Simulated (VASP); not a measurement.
# As in VASP: single point with PBE+D3(BJ)

Aim: the single point of As with PBE+D3(BJ).

Program: VASP 6.6.1. These are calculated values, not measurements. Logs are shortened: lines on timing, memory, paths and dates and some standing lists are left out, and cuts for length are marked.

**1. The cell of the first run**

The cell holds a slab with vacuum, 2 atoms: a = 3.571 Å, b = 3.571 Å, c = 16.898 Å, α = 90.00°, β = 90.00°, γ = 120.00°.

**2. Single point, PBE+D3(BJ)**

INCAR reads:

```
SYSTEM = As
PREC = Accurate ; ENCUT = 400
EDIFF = 1E-6 ; ISMEAR = 0
SIGMA = 0.05 ; LREAL = .False.
LASPH = .True. ; NELM = 120
ALGO = Normal ; ISIF = 2
LWAVE = .False. ; LCHARG = .False.
LDIPOL = .True. ; IDIPOL = 3
DIPOL = 0.5 0.5 0.278 ; GGA = PE
IVDW = 12 ; NBANDS = 12
GGA_COMPAT = .False. ; NELMDL = -8
```

KPOINTS reads:

```
Automatic mesh
0
Gamma
  9 9 1
  0 0 0
```

POSCAR reads:

```
As
1.0
    3.5713375816      0.0000000000      0.0000000000
   -1.7856687908      3.0928690711      0.0000000000
    0.0000000000      0.0000000000     16.8976395127
As
2
Direct
    0.3333333333      0.6666666667      0.3194315696
    0.6666666667      0.3333333333      0.2367194540
```

Potentials or basis: VASP PAW PBE potentials, release 64 (As).

On the command line:

```console
> cat potpaw_PBE.64/As/POTCAR > POTCAR
> mpirun -np 1 vasp_std > vasp.out
```

OUTCAR:

```text
SYSTEM = As
   PREC = Accurate
   ENCUT = 400
   EDIFF = 1E-6
   ISMEAR = 0
   LREAL = .False.
   LASPH = .True.
   NELM = 120
   ISIF = 2
   GGA = PE
   IVDW = 12
   NELMDL = -8
 IVDW          = 12

 ion  position               nearest neighbor table
   1  0.333  0.667  0.319-   2 2.49   2 2.49   2 2.49
   2  0.667  0.333  0.237-   1 2.49   1 2.49   1 2.49

  LATTYP: Found a hexagonal cell.
 ALAT       =     3.5713375816
 C/A-ratio  =     4.7314596077

  Lattice vectors:

 A1 = (   3.5713375816,   0.0000000000,   0.0000000000)
 A2 = (  -1.7856687908,   3.0928690711,   0.0000000000)
 A3 = (   0.0000000000,   0.0000000000,  16.8976395127)

Analysis of symmetry for initial positions (statically):
=====================================================================
 Subroutine PRICEL returns:
 Original cell was already a primitive cell.

 Routine SETGRP: Setting up the symmetry group for a
 hexagonal supercell.

 Subroutine GETGRP returns: Found 12 space group operations
 (whereof  6 operations were pure point group operations)
 out of a pool of 24 trial point group operations.

The static configuration has the point symmetry C_3v.
 The point group associated with its full space group is D_3d.

Analysis of symmetry for dynamics (positions and initial velocities):
=====================================================================
 Subroutine PRICEL returns:
 Original cell was already a primitive cell.

 Routine SETGRP: Setting up the symmetry group for a
 hexagonal supercell.

 Subroutine GETGRP returns: Found 12 space group operations
 (whereof  6 operations were pure point group operations)
 out of a pool of 24 trial point group operations.

The dynamic configuration has the point symmetry C_3v.
 The point group associated with its full space group is D_3d.

 Subroutine INISYM returns: Found 12 space group operations
 (whereof  6 operations are pure point group operations),
 and found     1 'primitive' translations

----------------------------------------------------------------------------------------

                                     Primitive cell

  volume of cell :     186.6459

  direct lattice vectors                    reciprocal lattice vectors
     3.571337582  0.000000000  0.000000000     0.280007134  0.161662194  0.000000000
    -1.785668791  3.092869071  0.000000000     0.000000000  0.323324388  0.000000000
     0.000000000  0.000000000 16.897639513     0.000000000  0.000000000  0.059179864

  length of vectors
     3.571337582  3.571337582 16.897639513     0.323324388  0.323324388  0.059179864

  position of ions in fractional coordinates (direct lattice)
     0.333333333  0.666666667  0.319431570
     0.666666667  0.333333333  0.236719454

  ion indices of the primitive-cell ions
   primitive index   ion index
                 1           1
                 2           2

----------------------------------------------------------------------------------------

 KPOINTS: Automatic mesh

Automatic generation of k-mesh.
 Grid dimensions read from file:
 generate k-points for:    9    9    1

 Generating k-lattice:

  Cartesian coordinates                     Fractional coordinates (reciprocal lattice)
     0.031111904  0.017962466  0.000000000     0.111111111 -0.000000000  0.000000000
     0.000000000  0.035924932  0.000000000     0.000000000  0.111111111  0.000000000
     0.000000000  0.000000000  0.059179864     0.000000000  0.000000000  1.000000000

  Length of vectors
     0.035924932  0.035924932  0.059179864

  Shift w.r.t. Gamma in fractional coordinates (k-lattice)
     0.000000000  0.000000000  0.000000000

 Subroutine IBZKPT returns following result:
 ===========================================

 Found     12 irreducible k-points:

 Following reciprocal coordinates:
            Coordinates               Weight
  0.000000  0.000000  0.000000      1.000000
  0.111111 -0.000000  0.000000      6.000000
  0.222222 -0.000000  0.000000      6.000000
  0.333333 -0.000000  0.000000      6.000000
  0.444444 -0.000000  0.000000      6.000000
  0.111111  0.111111  0.000000      6.000000
  0.222222  0.111111  0.000000     12.000000
  0.333333  0.111111  0.000000     12.000000
  0.444444  0.111111  0.000000      6.000000
  0.222222  0.222222  0.000000      6.000000
  0.333333  0.222222  0.000000     12.000000
  0.333333  0.333333  0.000000      2.000000
   k-points           NKPTS =     12   k-points in BZ     NKDIM =     12   number of bands    NBANDS=     12
   number of dos      NEDOS =    301   number of ions     NIONS =      2
   total plane-waves  NPLWV =  64512
   dimension x,y,z NGX =    24 NGY =   24 NGZ =  112
   dimension x,y,z NGXF=    48 NGYF=   48 NGZF=  224
   ions per type =               2
   NGX,Y,Z   is equivalent  to a cutoff of  11.17, 11.17, 11.02 a.u.
   NGXF,Y,Z  is equivalent  to a cutoff of  22.34, 22.34, 22.04 a.u.
 SYSTEM =  As
   PREC   = accura    normal or accurate (medium, high low for compatibility)
   ISTART =      0    job   : 0-new  1-cont  2-samecut
   ICHARG =      2    charge: 1-file 2-atom 10-const
   ISPIN  =      1    spin polarized calculation?
   LNONCOLLINEAR =      F non collinear calculations
   LSORBIT =      F    spin-orbit coupling
   LASPH  =      T    aspherical Exc in radial PAW
   ENCUT  =  400.0 eV  29.40 Ry    5.42 a.u.   5.82  5.82 27.56*2*pi/ulx,y,z
   NELM   =    120;   NELMIN=  2; NELMDL= -8     # of ELM steps
   EDIFF  = 0.1E-05   stopping-criterion for ELM
   LREAL  =      F    real-space projection
   EDIFFG = 0.1E-04   stopping-criterion for IOM
   NSW    =      0    number of steps for IOM
   IBRION =     -1    ionic relax: 0-MD 1-quasi-New 2-CG
   NFREE  =      0    steps in history (QN), initial steepest desc. (CG)
   ISIF   =      2    stress and relaxation
   ISYM   =      2    0-nonsym 1-usesym 2-fastsym
   POTIM  = 0.5000    time-step for ionic-motion
   TEBEG  =    0.0;   TEEND  =   0.0 temperature during run
   PSTRESS=    0.0 pullay stress
   NELECT =      10.0000    total number of electrons
   NUPDOWN=      -1.0000    fix difference up-down
   EMIN   =  10.00;   EMAX   =-10.00  energy-range for DOS
   EFERMI =   0.00;   METHOD = LEGACY
   ISMEAR =     0;   SIGMA  =   0.05  broadening in eV -4-tet -1-fermi 0-gaus
   EFERMI_NEDOS =   21; number of points for ismear=-14 and -15
   IALGO  =     38    algorithm
   IMIX   =      4    mixing-type and parameters
     AMIX     =   0.40;   BMIX     =  1.00
     AMIX_MAG =   1.60;   BMIX_MAG =  1.00
  volume/ion in A,a.u.               =      93.32       629.77
  Fermi-wavevector in a.u.,A,eV,Ry     =   0.617166  1.166275  5.182376  0.380894
  Thomas-Fermi vector in A             =   1.675155
   LORBIT       =      0    0 simple, 1 ext, 2 COOP (PROOUT), +10 PAW based schemes
   GGA     = PE    functional components
   LHFCALC =     F    Hartree Fock is set to
   AEXX    =    0.0000 exact exchange contribution
   IVDW    =    12    specifies the selected vdW correction
   LEPSILON=     F    determine dielectric tensor
   LRPA    =     F    only Hartree local field effects (RPA)
 non-spin polarized calculation
 Gauss-broadening in eV      SIGMA  =   0.05
  energy-cutoff  :      400.00
  volume of cell :      186.65
 maximum number of plane-waves:      3409
 NGX is ok and might be reduce to    24
   NGX = 11   NGY = 11   NGZ = 55

 dipolmoment           0.000000      0.000000      0.000003 electrons x Angstroem

 number of electron      10.0000000 magnetization

 dipolmoment           0.000000      0.000000     -0.000001 electrons x Angstroem

 Free energy of the ion-electron system (eV)
  ---------------------------------------------------
  ext. energy  EPLUGINS =         0.00000000
  ---------------------------------------------------
  free energy    TOTEN  =        -9.32581168 eV

  energy without entropy =       -9.32581168  energy(sigma->0) =       -9.32581168

 E-fermi :  -2.7521     XC(G=0):  -3.1070

 val. band max:       -3.0212992523   @ k =   0.0000   0.0000   0.0000
 cond. band min:      -1.4697796488   @ k =   0.3333  -0.0000   0.0000
 fundamental gap:      1.5515196035
 Fermi energy:        -2.7520978779

 k-point     1 :       0.0000    0.0000    0.0000
  band No.  band energies     occupation
      1     -16.7021      2.00000
      2     -10.3001      2.00000
      3      -3.7111      2.00000
      4      -3.0213      2.00000
      5      -3.0213      2.00000
      6      -0.9868      0.00000
      7       0.4971      0.00000
      8       0.4971      0.00000
      9       1.7884      0.00000
     10       1.9312      0.00000
     11       3.1250      0.00000
     12       3.9433      0.00000

 k-point     2 :       0.1111   -0.0000    0.0000
  band No.  band energies     occupation
      1     -16.5342      2.00000
      2     -10.2717      2.00000
      3      -4.4013      2.00000
      4      -3.6283      2.00000
      5      -3.3790      2.00000
      6      -0.3898      0.00000
      7       0.5776      0.00000
      8       0.8514      0.00000
      9       2.0348      0.00000
     10       2.1352      0.00000
     11       3.3017      0.00000
     12       4.1417      0.00000

 k-point     3 :       0.2222   -0.0000    0.0000
  band No.  band energies     occupation
      1     -16.0396      2.00000
      2     -10.3490      2.00000
      3      -6.0679      2.00000
      4      -4.0495      2.00000
      5      -3.5155      2.00000
      6      -1.1794      0.00000
      7       1.3460      0.00000
      8       1.3571      0.00000
      9       2.4626      0.00000
     10       2.7589      0.00000
     11       3.8019      0.00000
     12       4.5774      0.00000

 k-point     4 :       0.3333   -0.0000    0.0000
  band No.  band energies     occupation
      1     -15.2603      2.00000
      2     -10.9843      2.00000
      3      -6.7897      2.00000
      4      -4.6140      2.00000
      5      -3.8608      2.00000
      6      -1.4698      0.00000
      7       0.7754      0.00000
      8       1.5222      0.00000
      9       3.2861      0.00000
     10       3.4333      0.00000
     11       4.2391      0.00000
     12       5.2755      0.00000

 k-point     5 :       0.4444   -0.0000    0.0000
  band No.  band energies     occupation
      1     -14.3899      2.00000
      2     -12.0023      2.00000
      3      -6.6270      2.00000
      4      -4.9200      2.00000
      5      -4.5600      2.00000
      6      -1.1688      0.00000
      7       0.1341      0.00000
      8       1.5034      0.00000
      9       3.2511      0.00000
     10       4.5843      0.00000
     11       5.1166      0.00000
     12       5.9149      0.00000
[... 48 lines left out ...]
      1     -14.0644      2.00000
      2     -12.2753      2.00000
      3      -6.6638      2.00000
      4      -5.4279      2.00000
      5      -4.6884      2.00000
      6      -0.1549      0.00000
      7      -0.1422      0.00000
      8       1.1959      0.00000
      9       3.3872      0.00000
     10       5.5046      0.00000
     11       5.5508      0.00000
     12       5.8624      0.00000

 k-point    10 :       0.2222    0.2222    0.0000
  band No.  band energies     occupation
      1     -14.8020      2.00000
      2     -11.3335      2.00000
      3      -6.4337      2.00000
      4      -6.3303      2.00000
      5      -3.8684      2.00000
      6      -0.1008      0.00000
      7       0.0736      0.00000
      8       1.8574      0.00000
      9       3.9396      0.00000
     10       3.9405      0.00000
     11       4.6004      0.00000
     12       5.5582      0.00000

 k-point    11 :       0.3333    0.2222    0.0000
  band No.  band energies     occupation
      1     -13.9117      2.00000
      2     -12.2574      2.00000
      3      -7.1308      2.00000
      4      -5.7328      2.00000
      5      -4.5339      2.00000
      6      -0.7050      0.00000
      7       0.8181      0.00000
      8       1.5797      0.00000
      9       4.3514      0.00000
     10       5.1942      0.00000
     11       5.4241      0.00000
     12       5.8924      0.00000

 k-point    12 :       0.3333    0.3333    0.0000
  band No.  band energies     occupation
      1     -13.0555      2.00000
      2     -13.0555      2.00000
      3      -7.5388      2.00000
      4      -5.1058      2.00000
      5      -5.1058      2.00000
      6      -1.1319      0.00000
      7       1.5180      0.00000
      8       1.5180      0.00000
      9       5.0155      0.00000
     10       5.9490      0.00000
     11       5.9490      0.00000
     12       6.7211      0.00000

------------------------ aborting loop because EDIFF is reached ----------------------------------------

 vacuum level on the upper side and lower side of the slab       (xc-potential included)        -0.118        -0.119

 Edisp (eV)   -0.42453

 E8    (eV) :    -0.1923

  FORCE on cell =-STRESS in cart. coord.  units (eV):
  Direction    XX          YY          ZZ          XY          YZ          ZX
  --------------------------------------------------------------------------------------
  -------------------------------------------------------------------------------------
  Total       0.07732     0.07732     0.11804     0.00000     0.00000     0.00000
  in kB       0.66371     0.66371     1.01328     0.00000     0.00000     0.00000
  external pressure =        0.78 kB  Pullay stress =        0.00 kB

 VOLUME and BASIS-vectors are now :
 -----------------------------------------------------------------------------
  energy-cutoff  :      400.00
  volume of cell :      186.65
      direct lattice vectors                 reciprocal lattice vectors
     3.571337582  0.000000000  0.000000000     0.280007134  0.161662194  0.000000000
    -1.785668791  3.092869071  0.000000000     0.000000000  0.323324388  0.000000000
     0.000000000  0.000000000 16.897639513     0.000000000  0.000000000  0.059179864

 POSITION                                       TOTAL-FORCE (eV/Angst)
 -----------------------------------------------------------------------------------
     -0.00000      2.06191      5.39764        -0.000000      0.000000      0.092119
      1.78567      1.03096      4.00000         0.000000      0.000000     -0.092119
 -----------------------------------------------------------------------------------
    total drift:                               -0.000000      0.000000     -0.000008

  FREE ENERGIE OF THE ION-ELECTRON SYSTEM (eV)
  ---------------------------------------------------
  free  energy   TOTEN  =        -9.7503438279 eV

  energy  without entropy=       -9.7503438279  energy(sigma->0) =       -9.75034383

 vacuum level on the upper side and lower side of the slab         2.195         2.195
```

It took 60 s on 1 thread of AMD EPYC 7R13, shared host; peak memory 0.2 GiB.

Results:

| Item | Value |
| --- | --- |
| Free energy | -9.7503 eV |
| Largest force | 0.092 eV/Å |
| Band gap on the k mesh | 1.55 eV, indirect (least direct gap 2.03 eV) |
| Dispersion energy per atom | -0.212 eV |

Forces in eV/Å, atoms in the order of the input:
```
As   0.000  0.000  0.092
As   0.000  0.000 -0.092
```
